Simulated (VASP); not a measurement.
A run of VASP 6.6.1 is set up as follows.

INCAR

```
ALGO = Normal
EDIFF = 1E-7
ENCUT = 520
GGA = PS
ISIF = 2
ISMEAR = 1
LASPH = True
LCHARG = False
LREAL = False
LWAVE = False
NBANDS = 16
NELM = 80
PREC = Accurate
SIGMA = 0.3
```

KPOINTS

```
Automatic mesh
0
Gamma
  9 9 9
  0.5 0.5 0.5
```

The input POSCAR:

```
ZrH3
1.0
    3.1260380000      0.0000000000      0.0000000000
    0.0000000000      3.1260380000      0.0000000000
    0.0000000000      0.0000000000      3.1260380000
Zr H
1 3
Direct
    0.0000000000      0.0000000000      0.0000000000
    0.0000000000      0.5000000000      0.5000000000
    0.5000000000      0.0000000000      0.5000000000
    0.5000000000      0.5000000000      0.0000000000
```

Potentials or basis: VASP PAW PBE potentials, release 64 (Zr_sv, H).

Command:

```sh
$ cat potpaw_PBE.64/Zr_sv/POTCAR potpaw_PBE.64/H/POTCAR > POTCAR
$ mpirun -np 1 vasp_std > vasp.out
```

Task: Estimate the pressure.

Result: -4.5 GPa.

Task: Predict the band gap on the k mesh.

Result: Zero (an odd number of electrons rules out a gap without spin polarisation).

Caveat: the cell stands under tension; so wide a smearing shifts energies and pressures; the PAW data sets were made with another functional, which shifts forces and pressure a little.
